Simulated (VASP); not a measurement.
# LiH (I4/mmm) in VASP: G0W0 quasiparticle levels with PBE

Aim: the G0W0 quasiparticle levels of LiH with PBE.

Everything below comes from runs of VASP 6.6.1. Logs are shortened: lines on timing, memory, paths and dates and some standing lists are left out, and cuts for length are marked.

## Step 1: The cell of the first run

It takes space group I4/mmm (No. 139, tetragonal). Conventional cell: a = 2.833 Å, b = 2.833 Å, c = 3.986 Å, α = 90.00°, β = 90.00°, γ = 90.00°. Li (site symmetry 4/mmm) has 6 H at 1.99 to 2.00 Å within 2.6 Å. Within 2.6 Å of H (site symmetry 4/mmm) lie 6 Li at 1.99 to 2.00 Å.

## Step 2: G0W0 quasiparticle levels, PBE

File POSCAR:

```
LiH
1.0
    0.0000000000      2.0029948411      1.9929798669
    2.0029948411      0.0000000000      1.9929798669
    2.0029948411      2.0029948411      0.0000000000
Li H
1 1
Direct
    0.0000000000      0.0000000000      0.0000000000
    0.5000000000      0.5000000000      0.5000000000
```

File INCAR.step1:

```
SYSTEM = LiH
PREC = Accurate
ENCUT = 500
EDIFF = 1E-8
ISMEAR = 0
SIGMA = 0.01
LREAL = .False.
LASPH = .True.
NELM = 60
ALGO = Normal
LWAVE = .True.
LCHARG = .False.
GGA = PE
```

File INCAR.step2:

```
SYSTEM = LiH
PREC = Accurate
ENCUT = 500
EDIFF = 1E-8
ISMEAR = 0
SIGMA = 0.01
LREAL = .False.
LASPH = .True.
NELM = 1
ALGO = Exact
LWAVE = .True.
LCHARG = .False.
GGA = PE
NBANDS = 67
LOPTICS = .True.
ISTART = 1
```

File INCAR.step3:

```
SYSTEM = LiH
PREC = Accurate
ENCUT = 500
EDIFF = 1E-8
ISMEAR = 0
SIGMA = 0.01
LREAL = .False.
LASPH = .True.
ALGO = EVGW0
LWAVE = .False.
LCHARG = .False.
GGA = PE
NELMGW = 1
NBANDS = 67
ENCUTGW = 150.0
NOMEGA = 96
PRECFOCK = Fast
ISTART = 1
NBANDSGW = 9
OMEGAMAX = 30
```

File KPOINTS:

```
Automatic mesh
0
Gamma
  6 6 6
  0 0 0
```

Potentials or basis: VASP PAW PBE potentials, release 64 (Li_GW, H_GW).

Command:

```bash
$ cat potpaw_PBE.64/Li_GW/POTCAR potpaw_PBE.64/H_GW/POTCAR > POTCAR
$ cp INCAR.step1 INCAR
$ mpirun -np 1 vasp_std > vasp.out
$ cp INCAR.step2 INCAR
$ mpirun -np 1 vasp_std > vasp.out
$ cp INCAR.step3 INCAR
$ mpirun -np 1 vasp_std > vasp.out
```

OUTCAR:

```text
SYSTEM = LiH
   PREC = Accurate
   ENCUT = 500
   EDIFF = 1E-8
   ISMEAR = 0
   LREAL = .False.
   LASPH = .True.
   GGA = PE
   NELMGW = 1
   ENCUTGW = 150.0
   PRECFOCK = Fast
   ISTART = 1

 ion  position               nearest neighbor table
   1  0.000  0.000  0.000-   2 1.99   2 1.99   2 2.00   2 2.00   2 2.00   2 2.00
   2  0.500  0.500  0.500-   1 1.99   1 1.99   1 2.00   1 2.00   1 2.00   1 2.00

  LATTYP: Found a body centered tetragonal cell.
 ALAT       =     2.8326624696
 C/A-ratio  =     1.4071424946

  Lattice vectors:

 A1 = (   0.0000000000,  -2.0029948411,  -1.9929798669)
 A2 = (   0.0000000000,   2.0029948411,  -1.9929798669)
 A3 = (   2.0029948411,   0.0000000000,   1.9929798669)

Analysis of symmetry for initial positions (statically):
=====================================================================
 Subroutine PRICEL returns:
 Original cell was already a primitive cell.

 Routine SETGRP: Setting up the symmetry group for a
 body centered tetragonal supercell.

 Subroutine GETGRP returns: Found 16 space group operations
 (whereof 16 operations were pure point group operations)
 out of a pool of 16 trial point group operations.

The static configuration has the point symmetry D_4h.

Analysis of symmetry for dynamics (positions and initial velocities):
=====================================================================
 Subroutine PRICEL returns:
 Original cell was already a primitive cell.

 Routine SETGRP: Setting up the symmetry group for a
 body centered tetragonal supercell.

 Subroutine GETGRP returns: Found 16 space group operations
 (whereof 16 operations were pure point group operations)
 out of a pool of 16 trial point group operations.

The dynamic configuration has the point symmetry D_4h.

 Subroutine INISYM returns: Found 16 space group operations
 (whereof 16 operations are pure point group operations),
 and found     1 'primitive' translations

----------------------------------------------------------------------------------------

                                     Primitive cell

  volume of cell :      15.9916

  direct lattice vectors                    reciprocal lattice vectors
     0.000000000  2.002994841  1.992979867    -0.249626205  0.249626205  0.250880608
     2.002994841  0.000000000  1.992979867     0.249626205 -0.249626205  0.250880608
     2.002994841  2.002994841  0.000000000     0.249626205  0.249626205 -0.250880608

  length of vectors
     2.825589688  2.825589688  2.832662470     0.433090710  0.433090710  0.433090710

  position of ions in fractional coordinates (direct lattice)
     0.000000000  0.000000000  0.000000000
     0.500000000  0.500000000  0.500000000

  ion indices of the primitive-cell ions
   primitive index   ion index
                 1           1
                 2           2

----------------------------------------------------------------------------------------

 KPOINTS: Automatic mesh

Automatic generation of k-mesh.
 Grid dimensions read from file:
 generate k-points for:    6    6    6

 Generating k-lattice:

  Cartesian coordinates                     Fractional coordinates (reciprocal lattice)
    -0.041604367  0.041604367  0.041813435     0.166666667 -0.000000000  0.000000000
     0.041604367 -0.041604367  0.041813435    -0.000000000  0.166666667  0.000000000
     0.041604367  0.041604367 -0.041813435     0.000000000  0.000000000  0.166666667

  Length of vectors
     0.072181785  0.072181785  0.072181785

  Shift w.r.t. Gamma in fractional coordinates (k-lattice)
     0.000000000  0.000000000  0.000000000

 Subroutine IBZKPT returns following result:
 ===========================================

 Found     30 irreducible k-points:

 Following reciprocal coordinates:
            Coordinates               Weight
  0.000000  0.000000  0.000000      1.000000
  0.166667 -0.000000  0.000000      8.000000
  0.333333 -0.000000  0.000000      8.000000
  0.500000 -0.000000  0.000000      4.000000
  0.166667  0.166667  0.000000      2.000000
  0.333333  0.166667  0.000000      8.000000
[... 16 lines left out ...]
  0.333333  0.000000  0.333333      4.000000
  0.500000  0.000000  0.333333     16.000000
 [... further k-points ...]
   k-points           NKPTS =     30   k-points in BZ     NKDIM =    216   number of bands    NBANDS=     67
   number of dos      NEDOS =    301   number of ions     NIONS =      2
   total plane-waves  NPLWV =  13824
   dimension x,y,z NGX =    24 NGY =   24 NGZ =   24
   dimension x,y,z NGXF=    48 NGYF=   48 NGZF=   48
   ions per type =               1   1
   NGX,Y,Z   is equivalent  to a cutoff of  14.12, 14.12, 14.09 a.u.
   NGXF,Y,Z  is equivalent  to a cutoff of  28.24, 28.24, 28.17 a.u.
 SYSTEM =  LiH
   PREC   = accura    normal or accurate (medium, high low for compatibility)
   ISTART =      1    job   : 0-new  1-cont  2-samecut
   ICHARG =      0    charge: 1-file 2-atom 10-const
   ISPIN  =      1    spin polarized calculation?
   LNONCOLLINEAR =      F non collinear calculations
   LSORBIT =      F    spin-orbit coupling
   LASPH  =      T    aspherical Exc in radial PAW
   ENCUT  =  500.0 eV  36.75 Ry    6.06 a.u.   5.15  5.15  5.16*2*pi/ulx,y,z
   NELM   =     60;   NELMIN=  2; NELMDL=  0     # of ELM steps
   EDIFF  = 0.1E-07   stopping-criterion for ELM
   LREAL  =      F    real-space projection
   EDIFFG = 0.1E-06   stopping-criterion for IOM
   NSW    =      0    number of steps for IOM
   IBRION =     -1    ionic relax: 0-MD 1-quasi-New 2-CG
   NFREE  =      0    steps in history (QN), initial steepest desc. (CG)
   ISIF   =      0    stress and relaxation
   ISYM   =      3    0-nonsym 1-usesym 2-fastsym
   POTIM  = 0.5000    time-step for ionic-motion
   TEBEG  =    0.0;   TEEND  =   0.0 temperature during run
   PSTRESS=    0.0 pullay stress
   NELECT =       2.0000    total number of electrons
   NUPDOWN=      -1.0000    fix difference up-down
   EMIN   =  10.00;   EMAX   =-10.00  energy-range for DOS
   EFERMI =   0.00;   METHOD = LEGACY
   ISMEAR =     0;   SIGMA  =   0.01  broadening in eV -4-tet -1-fermi 0-gaus
   EFERMI_NEDOS =   21; number of points for ismear=-14 and -15
   IALGO  =     38    algorithm
   IMIX   =      4    mixing-type and parameters
     AMIX     =   0.40;   BMIX     =  1.00
     AMIX_MAG =   1.60;   BMIX_MAG =  1.00
  volume/ion in A,a.u.               =       8.00        53.96
  Fermi-wavevector in a.u.,A,eV,Ry     =   0.818692  1.547104  9.119398  0.670257
  Thomas-Fermi vector in A             =   1.929364
   LORBIT       =      0    0 simple, 1 ext, 2 COOP (PROOUT), +10 PAW based schemes
   GGA     = PE    functional components
   LHFCALC =     T    Hartree Fock is set to
   PRECFOCK=fast      Normal, Fast or Accurate (Low or Medium for compatibility)
   ENCUT4O =  -1.0   cutoff for four orbital integrals eV
   NKREDX  =     1    reduce k-point grid by
   NKREDY  =     1    reduce k-point grid by
   NKREDZ  =     1    reduce k-point grid by
   AEXX    =    1.0000 exact exchange contribution
   HFSCREEN=    0.0000 screening length (either q_TF or 0.3 A-1)
   HFSCREENC=   0.0000 screening length for correlation (either q_TF or 0.3 A-1)
   ENCUTFOCK=  -1.0 apply spherical cutoff to Coloumb kernel
   IVDW    =     0    specifies the selected vdW correction
   LEPSILON=     F    determine dielectric tensor
   LRPA    =     F    only Hartree local field effects (RPA)
   LRPAFORCE           =     F    calculate RPA forces
   ENCUTGW             = 150.0    cutoff for response function in eV
   ENCUTGWSOFT         = 120.0    soft cutoff for Coulomb kernel in GW response function in eV
   ENCUTLF             =  -1.0    cutoff for local field effects
   NELMGW              =     1    number of iterations in solving QP/BSE equation
   NELMHF              =     1    number of iterations in the inner HF iteration
   NKREDLFX            =     1    NKREDLFY  =   1   NKREDLFZ  =   1
 non-spin polarized calculation
 Gauss-broadening in eV      SIGMA  =   0.01
  energy-cutoff  :      500.00
  volume of cell :       15.99
 maximum number of plane-waves:       419
 NGX is ok and might be reduce to    24
  NGX = 12; NGY = 12; NGZ = 12
   NGX = 11   NGY = 11   NGZ = 11
 maximum number of plane-waves:        72

 QP shifts <psi_nk| G(iteration)W_0 |psi_nk>: iteration 1
 for sc-GW calculations column KS-energies equals QP-energies in previous step
 and V_xc(KS)=  KS-energies - (<T + V_ion + V_H > + <T+V_H+V_ion>^1  + <V_x>^1)

 k-point   1 :       0.0000    0.0000    0.0000
  band No.  KS-energies  QP-energies   sigma(KS)   V_xc(KS)     V^pw_x(r,r')   Z            occupation Imag(sigma)

      1      -8.1322      -9.6345     -11.5843      -9.3588     -15.2135       0.6751       2.0000       0.2813
      2      13.5356      14.1569     -10.4151     -11.3084      -4.1587       0.6955       0.0000      -1.0053
      3      15.2977      16.3496      -6.5831      -7.9914      -1.3966       0.7470       0.0000      -0.6075
      4      15.3410      16.3904      -6.5587      -7.9637      -1.3735       0.7469       0.0000      -0.6070
      5      15.3410      16.3904      -6.5587      -7.9637      -1.3735       0.7469       0.0000      -0.6070
      6      20.0524      20.5892      -6.7301      -7.2790      -1.1066       0.9777       0.0000      -2.2231
      7      20.0524      20.5892      -6.7301      -7.2790      -1.1066       0.9777       0.0000      -2.2231
      8      20.0810      20.6242      -6.7123      -7.2662      -1.1004       0.9807       0.0000      -2.2168
      9      21.7135      22.3794      -5.9849      -6.7792      -0.8217       0.8383       0.0000      -1.8689

 k-point   2 :       0.1667   -0.0000    0.0000
  band No.  KS-energies  QP-energies   sigma(KS)   V_xc(KS)     V^pw_x(r,r')   Z            occupation Imag(sigma)

      1      -7.6391      -9.1079     -11.5963      -9.4184     -14.9910       0.6744       2.0000       0.2404
      2       9.9077      10.5652      -7.9177      -8.8125      -2.8663       0.7348       0.0000      -0.4282
      3      13.4728      14.1242      -8.7763      -9.6757      -2.9268       0.7243       0.0000      -0.9264
      4      14.4893      15.3963      -6.5760      -7.7918      -1.3678       0.7460       0.0000      -0.6480
      5      14.5035      15.4152      -6.5882      -7.8100      -1.3795       0.7461       0.0000      -0.6483
      6      19.9962      20.7647      -6.3333      -7.2700      -0.9285       0.8203       0.0000      -1.6134
      7      21.2572      22.2917      -6.5531      -7.7147      -1.1662       0.8906       0.0000      -1.9578
      8      21.3863      22.4114      -6.5103      -7.6593      -1.1243       0.8921       0.0000      -1.9670
      9      22.9973      24.1566      -6.7419      -8.0363      -1.4669       0.8956       0.0000      -2.2724

 k-point   3 :       0.3333   -0.0000    0.0000
  band No.  KS-energies  QP-energies   sigma(KS)   V_xc(KS)     V^pw_x(r,r')   Z            occupation Imag(sigma)

      1      -6.3175      -7.7531     -11.7005      -9.6670     -14.5013       0.7059       2.0000       0.1695
      2       4.6907       5.2963      -7.1635      -7.9640      -3.0569       0.7565       0.0000      -0.1439
      3      11.7602      12.3658      -8.9800      -9.8259      -3.2883       0.7159       0.0000      -0.7282
      4      13.8356      14.6748      -6.4628      -7.5891      -1.2281       0.7452       0.0000      -0.6637
      5      13.9019      14.7425      -6.4740      -7.6043      -1.2360       0.7437       0.0000      -0.6678
      6      17.9646      18.7329      -7.2877      -8.2203      -1.7975       0.8238       0.0000      -1.5723
      7      18.1081      18.8879      -7.2795      -8.2218      -1.7868       0.8275       0.0000      -1.5886
      8      22.5516      23.4238      -6.2376      -7.2709      -0.8092       0.8441       0.0000      -1.8086
      9      27.7228      29.2094      -6.0857      -7.7196      -1.0275       0.9099       0.0000      -2.3891
[... 251 lines left out ...]
      1      -5.3478      -6.7207     -11.6739      -9.7734     -14.0229       0.7223       2.0000       0.1342
      2       4.7044       5.3359      -8.3474      -9.1947      -4.2722       0.7452       0.0000      -0.1571
      3       9.2146      10.0368      -6.6502      -7.7609      -1.9620       0.7402       0.0000      -0.2849
      4       9.2587      10.0768      -6.6386      -7.7435      -1.9457       0.7404       0.0000      -0.2883
      5      12.4499      12.5365      -6.9307      -7.0441      -1.3563       0.7644       0.0000      -1.0712
      6      14.7828      15.3980      -7.1617      -8.0018      -1.5284       0.7322       0.0000      -0.8498
      7      27.4041      29.3385      -7.6125      -9.7833      -2.0233       0.8911       0.0000      -2.8006
      8      29.2172      31.1648      -6.1795      -8.3425      -1.0415       0.9004       0.0000      -2.1840
      9      29.5335      31.5490      -6.1403      -8.3308      -1.0192       0.9201       0.0000      -2.2117

 k-point  24 :       0.5000    0.0000    0.3333
  band No.  KS-energies  QP-energies   sigma(KS)   V_xc(KS)     V^pw_x(r,r')   Z            occupation Imag(sigma)

      1      -3.7510      -5.0572     -12.1650     -10.4103     -13.9256       0.7444       2.0000       0.0900
      2       2.0633       2.6456      -7.4439      -8.1966      -3.9171       0.7737       0.0000      -0.1046
      3       6.2356       6.8818      -6.7948      -7.6614      -2.4132       0.7456       0.0000      -0.1845
      4       8.9994       9.8200      -6.6402      -7.7402      -1.9751       0.7460       0.0000      -0.2892
      5      13.8040      14.2231      -7.2150      -7.7781      -1.6164       0.7442       0.0000      -0.9352
      6      16.1560      16.7401      -7.0155      -7.7859      -1.4052       0.7581       0.0000      -1.1992
      7      27.2107      28.9412      -6.3552      -8.3552      -1.2204       0.8652       0.0000      -2.1678
      8      28.7480      30.7386      -7.0597      -9.2324      -1.7214       0.9162       0.0000      -2.6995
      9      30.9089      32.7907      -5.7183      -7.7818      -0.6794       0.9119       0.0000      -2.3178

 [... further k-points ...]
```

Run time: 85 s. Hardware: 1 thread of Intel Xeon 6975P-C (Granite Rapids), shared host; peak memory 0.31 GiB.

Results:

```yaml
Quasiparticle_gap: 4.87 eV
Least_direct_quasiparticle_gap: 4.91 eV
Band_gap_of_the_starting_levels_on_the_mesh: 2.93 eV
Least_direct_gap_of_the_starting_levels_on_the_mesh: 2.97 eV
```

Caveat: the k points lie up to 0.45 Å⁻¹ apart; bands, screening cutoff and mesh are small and nothing is extrapolated, so the quasiparticle values aren't converged.
